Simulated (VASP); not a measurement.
Runs of VASP 6.6.1 on ScTe2. The structure is that of space group Fm-3m (No. 225), or close to it. The cells are those of the table. 

| cell | gap on the mesh (eV) | pressure (GPa) |
| --- | --- | --- |
| a = 5.153 Å, angles 60.0°, 3 atoms | none | -3.1 |
| a = 5.005 Å, angles 60.0°, 3 atoms | none | 1.1 |
| a = 5.072 Å, angles 60.0°, 3 atoms | none | (a) |
| a = 5.105 Å, angles 60.0°, 3 atoms | none | -1.9 |
| a = 4.970 Å, angles 60.0°, 3 atoms | none | (b) |

Alike in all rows: task single point; level PBE; potentials or basis VASP PAW PBE potentials, release 64 (Sc_sv, Te); no spin polarisation; k mesh 8 × 8 × 8; cutoff (eV) 520; smearing gaussian 0.05 eV.

Task: Estimate the missing entries.

Result: (a) -1.0; (b) 2.4.

Caveats: spin-orbit coupling is left out, which moves the levels of the heavy elements; the cell stands under tension (at least some runs).

A k mesh can miss the band edges, and the runs leave out spin-orbit coupling on Te.

A gap of «none» marks levels without a gap at the run's occupations.
